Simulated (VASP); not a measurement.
Input of a VASP 6.6.1 run:

Contents of INCAR:

```
ALGO = Normal
EDIFF = 1E-6
ENCUT = 520
GGA = PE
ISIF = 2
ISMEAR = 0
LASPH = T
LCHARG = F
LREAL = F
LWAVE = F
NBANDS = 38
NELM = 100
PREC = Accurate
SIGMA = 0.1
```

Contents of KPOINTS:

```
k-points
0
Gamma
  4 4 4
```

Contents of POSCAR:

```
Br
1.0
   -4.1225383645      4.1225383645      4.1225383645
    4.1225383645     -4.1225383645      4.1225383645
    4.1225383645      4.1225383645     -4.1225383645
Br
8
Direct
    0.2503371799      0.2503371799      0.2503371799
    0.5000000000      0.0000000000      0.2496628201
    0.2496628201      0.5000000000      0.0000000000
    0.0000000000      0.2496628201      0.5000000000
    0.7496628201      0.7496628201      0.7496628201
    0.5000000000      0.0000000000      0.7503371799
    0.7503371799      0.5000000000      0.0000000000
    0.0000000000      0.7503371799      0.5000000000
```

Potentials or basis: VASP PAW PBE potentials, release 64 (Br).

The run is started by

```sh
$ cat potpaw_PBE.64/Br/POTCAR > POTCAR
$ mpirun -np 1 vasp_std > vasp.out
```

Problem. Predict the pressure.

Solution. 0.0 GPa.

Problem. Estimate the largest force.

Solution. 0.010 eV/Å.

Problem. What does it give for the band gap on the k mesh?

Solution. Zero (band 28 reaches 0.32 eV, above the bottom of band 29 at 0.02 eV).

Forces on the atoms (eV/Å):
```
Br  -0.006 -0.006 -0.006
Br   0.006  0.006 -0.006
Br  -0.006  0.006  0.006
Br   0.006 -0.006  0.006
Br   0.006  0.006  0.006
Br  -0.006 -0.006  0.006
Br   0.006 -0.006 -0.006
Br  -0.006  0.006 -0.006
```
